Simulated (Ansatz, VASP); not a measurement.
Two plane-wave programs on TiRu4

```xyz
10
Lattice="4.7535 0.0000 -0.0165 0.0000 4.3502 0.0000 -2.3995 0.0000 6.8745" Properties=species:S:1:pos:R:3 pbc="T T T"
Ti    0.7369    3.2627    1.3682
Ti    1.6170    1.0876    5.4898
Ru    1.5867    1.0876    2.7327
Ru    0.7672    3.2627    4.1252
Ru    1.6053    1.0876    0.0269
Ru   -1.5686    3.2627    5.4578
Ru   -0.7857    1.0876    4.0986
Ru    3.9226    1.0876    1.4002
Ru    3.1397    3.2627    2.7594
Ru    3.1481    3.2627   -0.0434
```

Alike in both runs: functional PBE; k mesh 4 × 4 × 3; occupations gaussian, width 0.2 eV; no spin polarisation.

Ansatz relaxed the structure, and its values are those at the end. VASP's run is a single point on that final structure, the one shown.

|  | VASP | Ansatz |
| --- | --- | --- |
| version | VASP 6.6.1 | Ansatz 0.2.0 |
| potentials or method | VASP PAW PBE potentials, release 64 (Ti_sv, Ru_pv), cutoff 520 eV | scalar-relativistic, plane waves, PAW |
| valence electrons in the cell | 136 | 152 |

Ansatz gave:

* gap on the k mesh at the Fermi level (eV): none
* pressure (GPa): 0.0
* rms of the force components (eV/Å): 0.019

**Question.** Which values does VASP return?

**Answer.** gap on the k mesh at the Fermi level (eV): none; pressure (GPa): -0.1; rms of the force components (eV/Å): 0.018.

A gap of «none» marks a metal or a gap that the smearing closes. VASP's potentials hold 136 valence electrons a cell and Ansatz's 152, so a difference there can come from the potentials and not from the codes.

The k mesh is coarse, so the values compare programs but aren't converged.
